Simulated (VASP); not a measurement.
# Si (Fd-3m) in VASP: single point with r2SCAN

Aim: the single point of Si with r2SCAN.

Everything below comes from runs of VASP 6.6.1. Logs are shortened: lines on timing, memory, paths and dates and some standing lists are left out, and cuts for length are marked.

## Step 1: The cell of the first run

Symmetry: Fd-3m, No. 227, cubic system. The conventional cell has a = 5.320 Å, b = 5.320 Å, c = 5.320 Å, α = 90.00°, β = 90.00°, γ = 90.00°. Si (site symmetry -43m) has 4 Si at 2.30 Å within 3.0 Å.

## Step 2: Single point, r2SCAN

POSCAR reads:

```
Si
1.0
    0.0000000000      2.6601530000      2.6601530000
    2.6601530000      0.0000000000      2.6601530000
    2.6601530000      2.6601530000      0.0000000000
Si
2
Direct
    0.0000000000      0.0000000000      0.0000000000
    0.2500000000      0.2500000000      0.2500000000
```

INCAR.step1 reads:

```
  PREC = Accurate
  ENCUT = 520
  ISMEAR = 0
  SIGMA = 0.0356
  LREAL = False
  LASPH = True
  NELM = 100
  NBANDS = 11
  GGA = PE
  ALGO = Normal
  EDIFF = 1E-4
  LWAVE = True
  LCHARG = False
```

INCAR.step2 reads:

```
  PREC = Accurate
  ENCUT = 520
  EDIFF = 1E-6
  ISMEAR = 0
  SIGMA = 0.0356
  LREAL = False
  LASPH = True
  NELM = 100
  ALGO = Normal
  ISIF = 2
  LWAVE = False
  LCHARG = True
  METAGGA = R2SCAN
  LMIXTAU = True
  LELF = True
  LVHAR = True
  NBANDS = 11
  ISTART = 1
```

KPOINTS reads:

```
regular mesh
0
Gamma
  8 8 8
```

Potentials or basis: VASP PAW PBE potentials, release 64 (Si).

Run with:

```console
$ cat potpaw_PBE.64/Si/POTCAR > POTCAR
$ cp INCAR.step1 INCAR
$ mpirun -np 1 vasp_std > vasp.out
$ cp INCAR.step2 INCAR
$ mpirun -np 1 vasp_std > vasp.out
```

OUTCAR:

```text
PREC = Accurate
   ENCUT = 520
   EDIFF = 1E-6
   ISMEAR = 0
   LREAL = False
   LASPH = True
   NELM = 100
   ISIF = 2
   METAGGA = R2SCAN
   ISTART = 1

 ion  position               nearest neighbor table
   1  0.000  0.000  0.000-   2 2.30   2 2.30   2 2.30   2 2.30
   2  0.250  0.250  0.250-   1 2.30   1 2.30   1 2.30   1 2.30

  LATTYP: Found a face centered cubic cell.
 ALAT       =     5.3203060000

  Lattice vectors:

 A1 = (   0.0000000000,   2.6601530000,   2.6601530000)
 A2 = (   2.6601530000,   0.0000000000,   2.6601530000)
 A3 = (   2.6601530000,   2.6601530000,   0.0000000000)

Analysis of symmetry for initial positions (statically):
=====================================================================
 Subroutine PRICEL returns:
 Original cell was already a primitive cell.

 Routine SETGRP: Setting up the symmetry group for a
 face centered cubic supercell.

 Subroutine GETGRP returns: Found 48 space group operations
 (whereof 24 operations were pure point group operations)
 out of a pool of 48 trial point group operations.

The static configuration has the point symmetry T_d .
 The point group associated with its full space group is O_h .

Analysis of symmetry for dynamics (positions and initial velocities):
=====================================================================
 Subroutine PRICEL returns:
 Original cell was already a primitive cell.

 Routine SETGRP: Setting up the symmetry group for a
 face centered cubic supercell.

 Subroutine GETGRP returns: Found 48 space group operations
 (whereof 24 operations were pure point group operations)
 out of a pool of 48 trial point group operations.

The dynamic configuration has the point symmetry T_d .
 The point group associated with its full space group is O_h .

 Subroutine INISYM returns: Found 48 space group operations
 (whereof 24 operations are pure point group operations),
 and found     1 'primitive' translations

----------------------------------------------------------------------------------------

                                     Primitive cell

  volume of cell :      37.6487

  direct lattice vectors                    reciprocal lattice vectors
     0.000000000  2.660153000  2.660153000    -0.187959114  0.187959114  0.187959114
     2.660153000  0.000000000  2.660153000     0.187959114 -0.187959114  0.187959114
     2.660153000  2.660153000  0.000000000     0.187959114  0.187959114 -0.187959114

  length of vectors
     3.762024451  3.762024451  3.762024451     0.325554735  0.325554735  0.325554735

  position of ions in fractional coordinates (direct lattice)
     0.000000000  0.000000000  0.000000000
     0.250000000  0.250000000  0.250000000

  ion indices of the primitive-cell ions
   primitive index   ion index
                 1           1
                 2           2

----------------------------------------------------------------------------------------

 KPOINTS: regular mesh

Automatic generation of k-mesh.
 Grid dimensions read from file:
 generate k-points for:    8    8    8

 Generating k-lattice:

  Cartesian coordinates                     Fractional coordinates (reciprocal lattice)
    -0.023494889  0.023494889  0.023494889     0.125000000  0.000000000  0.000000000
     0.023494889 -0.023494889  0.023494889     0.000000000  0.125000000  0.000000000
     0.023494889  0.023494889 -0.023494889     0.000000000  0.000000000  0.125000000

  Length of vectors
     0.040694342  0.040694342  0.040694342

  Shift w.r.t. Gamma in fractional coordinates (k-lattice)
     0.000000000  0.000000000  0.000000000

 Subroutine IBZKPT returns following result:
 ===========================================

 Found     29 irreducible k-points:

 Following reciprocal coordinates:
            Coordinates               Weight
  0.000000  0.000000  0.000000      1.000000
  0.125000  0.000000  0.000000      8.000000
  0.250000  0.000000  0.000000      8.000000
  0.375000  0.000000  0.000000      8.000000
  0.500000  0.000000  0.000000      4.000000
  0.125000  0.125000  0.000000      6.000000
[... 16 lines left out ...]
  0.500000  0.250000  0.125000     48.000000
 -0.375000  0.250000  0.125000     24.000000
 [... further k-points ...]
   k-points           NKPTS =     29   k-points in BZ     NKDIM =     29   number of bands    NBANDS=     11
   number of dos      NEDOS =    301   number of ions     NIONS =      2
   total plane-waves  NPLWV =  21952
   dimension x,y,z NGX =    28 NGY =   28 NGZ =   28
   dimension x,y,z NGXF=    56 NGYF=   56 NGZF=   56
   ions per type =               2
   NGX,Y,Z   is equivalent  to a cutoff of  12.37, 12.37, 12.37 a.u.
   NGXF,Y,Z  is equivalent  to a cutoff of  24.75, 24.75, 24.75 a.u.
 SYSTEM =  unknown system
   PREC   = accura    normal or accurate (medium, high low for compatibility)
   ISTART =      1    job   : 0-new  1-cont  2-samecut
   ICHARG =      0    charge: 1-file 2-atom 10-const
   ISPIN  =      1    spin polarized calculation?
   LNONCOLLINEAR =      F non collinear calculations
   LSORBIT =      F    spin-orbit coupling
   LASPH  =      T    aspherical Exc in radial PAW
   ENCUT  =  520.0 eV  38.22 Ry    6.18 a.u.   6.99  6.99  6.99*2*pi/ulx,y,z
   NELM   =    100;   NELMIN=  2; NELMDL=  0     # of ELM steps
   EDIFF  = 0.1E-05   stopping-criterion for ELM
   LREAL  =      F    real-space projection
   EDIFFG = 0.1E-04   stopping-criterion for IOM
   NSW    =      0    number of steps for IOM
   IBRION =     -1    ionic relax: 0-MD 1-quasi-New 2-CG
   NFREE  =      0    steps in history (QN), initial steepest desc. (CG)
   ISIF   =      2    stress and relaxation
   ISYM   =      2    0-nonsym 1-usesym 2-fastsym
   POTIM  = 0.5000    time-step for ionic-motion
   TEBEG  =    0.0;   TEEND  =   0.0 temperature during run
   PSTRESS=    0.0 pullay stress
   NELECT =       8.0000    total number of electrons
   NUPDOWN=      -1.0000    fix difference up-down
   EMIN   =  10.00;   EMAX   =-10.00  energy-range for DOS
   EFERMI =   0.00;   METHOD = LEGACY
   ISMEAR =     0;   SIGMA  =   0.04  broadening in eV -4-tet -1-fermi 0-gaus
   EFERMI_NEDOS =   21; number of points for ismear=-14 and -15
   IALGO  =     38    algorithm
   IMIX   =      4    mixing-type and parameters
     AMIX     =   0.40;   BMIX     =  1.00
     AMIX_MAG =   1.60;   BMIX_MAG =  1.00
  volume/ion in A,a.u.               =      18.82       127.03
  Fermi-wavevector in a.u.,A,eV,Ry     =   0.976911  1.846094 12.984782  0.954355
  Thomas-Fermi vector in A             =   2.107567
   LORBIT       =      0    0 simple, 1 ext, 2 COOP (PROOUT), +10 PAW based schemes
   METAGGA = R2SCAN    functional components
   LHFCALC =     F    Hartree Fock is set to
   AEXX    =    0.0000 exact exchange contribution
   IVDW    =     0    specifies the selected vdW correction
   LEPSILON=     F    determine dielectric tensor
   LRPA    =     F    only Hartree local field effects (RPA)
 non-spin polarized calculation
 Gauss-broadening in eV      SIGMA  =   0.04
  energy-cutoff  :      520.00
  volume of cell :       37.65
 maximum number of plane-waves:      1036
   NGX = 13   NGY = 13   NGZ = 13

 number of electron       8.0000000 magnetization

 Free energy of the ion-electron system (eV)
  ---------------------------------------------------
  ext. energy  EPLUGINS =         0.00000000
  ---------------------------------------------------
  free energy    TOTEN  =       -17.48999681 eV

  energy without entropy =      -17.48999681  energy(sigma->0) =      -17.48999681

 E-fermi :   6.5899     XC(G=0): -10.1023

 val. band max:        6.3850937932   @ k =   0.0000   0.0000   0.0000
 cond. band min:       7.0970419470   @ k =   0.3750   0.3750   0.0000
 fundamental gap:      0.7119481538
 Fermi energy:         6.5898760242

 k-point     1 :       0.0000    0.0000    0.0000
  band No.  band energies     occupation
      1      -6.5928      2.00000
      2       6.3851      2.00000
      3       6.3851      2.00000
      4       6.3851      2.00000
      5       9.1689      0.00000
      6       9.1689      0.00000
      7       9.1689      0.00000
      8      11.1528      0.00000
      9      14.5359      0.00000
     10      14.5359      0.00000
     11      15.3838      0.00000

 k-point     2 :       0.1250    0.0000    0.0000
  band No.  band energies     occupation
      1      -6.3665      2.00000
      2       4.7156      2.00000
      3       6.0609      2.00000
      4       6.0609      2.00000
      5       9.3394      0.00000
      6       9.6456      0.00000
      7       9.6456      0.00000
      8      12.3309      0.00000
      9      14.0332      0.00000
     10      14.0332      0.00000
     11      16.2051      0.00000

 k-point     3 :       0.2500    0.0000    0.0000
  band No.  band energies     occupation
      1      -5.7048      2.00000
      2       2.1843      2.00000
      3       5.5382      2.00000
      4       5.5382      2.00000
      5       8.9750      0.00000
      6      10.1930      0.00000
      7      10.1930      0.00000
      8      14.0360      0.00000
      9      14.0360      0.00000
     10      14.5026      0.00000
     11      16.3567      0.00000

 k-point     4 :       0.3750    0.0000    0.0000
  band No.  band energies     occupation
      1      -4.7043      2.00000
      2      -0.0455      2.00000
      3       5.1779      2.00000
      4       5.1779      2.00000
      5       8.6322      0.00000
      6      10.0770      0.00000
      7      10.0770      0.00000
      8      15.0378      0.00000
      9      15.6251      0.00000
     10      15.6251      0.00000
     11      17.4833      0.00000
[... 239 lines left out ...]
 k-point    22 :       0.3750    0.2500    0.1250
  band No.  band energies     occupation
      1      -5.1166      2.00000
      2       1.8761      2.00000
      3       3.3717      2.00000
      4       4.8072      2.00000
      5       9.0968      0.00000
      6      10.7956      0.00000
      7      10.9659      0.00000
      8      12.4723      0.00000
      9      14.9426      0.00000
     10      17.8910      0.00000
     11      18.6919      0.00000

 k-point    23 :       0.5000    0.2500    0.1250
  band No.  band energies     occupation
      1      -4.1226      2.00000
      2       0.1386      2.00000
      3       2.7369      2.00000
      4       4.2349      2.00000
      5       9.5718      0.00000
      6      10.3361      0.00000
      7      11.9342      0.00000
      8      12.9400      0.00000
      9      16.2946      0.00000
     10      17.1452      0.00000
     11      19.4735      0.00000

 k-point    24 :      -0.3750    0.2500    0.1250
  band No.  band energies     occupation
      1      -3.3779      2.00000
      2      -0.9377      2.00000
      3       2.6153      2.00000
      4       3.9707      2.00000
      5       9.7476      0.00000
      6       9.9076      0.00000
      7      12.9109      0.00000
      8      14.1909      0.00000
      9      14.6047      0.00000
     10      17.8805      0.00000
     11      19.3507      0.00000

 [... further k-points ...]
[... 5 lines left out ...]
  --------------------------------------------------------------------------------------
  -------------------------------------------------------------------------------------
  Total        1.7584607      1.7584607      1.7584607      0.0000000      0.0000000      0.0000000
  in kB       74.8330449     74.8330449     74.8330449      0.0000000      0.0000000      0.0000000
  external PRESSURE =      74.8330449 kB  Pullay stress =       0.0000000 kB

 VOLUME and BASIS-vectors are now :
 -----------------------------------------------------------------------------
  energy-cutoff  :      520.00
  volume of cell :       37.65
      direct lattice vectors                 reciprocal lattice vectors
     0.000000000  2.660153000  2.660153000    -0.187959114  0.187959114  0.187959114
     2.660153000  0.000000000  2.660153000     0.187959114 -0.187959114  0.187959114
     2.660153000  2.660153000  0.000000000     0.187959114  0.187959114 -0.187959114

 POSITION                                       TOTAL-FORCE (eV/Angst)
 -----------------------------------------------------------------------------------
      0.00000      0.00000      0.00000         0.000000      0.000000      0.000000
      1.33008      1.33008      1.33008        -0.000000     -0.000000     -0.000000
 -----------------------------------------------------------------------------------
    total drift:                                0.000000      0.000000     -0.000000

  FREE ENERGIE OF THE ION-ELECTRON SYSTEM (eV)
  ---------------------------------------------------
  free  energy   TOTEN  =       -17.4899968139 eV

  energy  without entropy=      -17.4899968139  energy(sigma->0) =      -17.48999681
```

It took 46 s on 1 thread of AMD EPYC 7R43 (Zen 3), shared host; peak memory 0.12 GiB.

What came out:

| Property | Result |
| --- | --- |
| Free energy | -17.4900 eV |
| Pressure | 7.5 GPa |
| Band gap on the k mesh | 0.71 eV, indirect (least direct gap 2.78 eV) |

Levels at points of the mesh, in eV from the valence-band top:
| k point | band 2 | band 3 | band 4 | band 5 | band 6 | band 7 |
| --- | --- | --- | --- | --- | --- | --- |
| (0.00, 0.00, 0.00) | 0.00 | 0.00 | 0.00 | 2.78 | 2.78 | 2.78 |
| (0.50, 0.00, 0.00) | -7.58 | -1.33 | -1.33 | 2.12 | 3.55 | 3.55 |
| (0.50, 0.50, 0.00) | -8.37 | -3.19 | -3.19 | 0.79 | 0.79 | 11.46 |

Caveat: the PAW data sets were made with another functional, which shifts forces and pressure a little. A k mesh can miss the band edges.
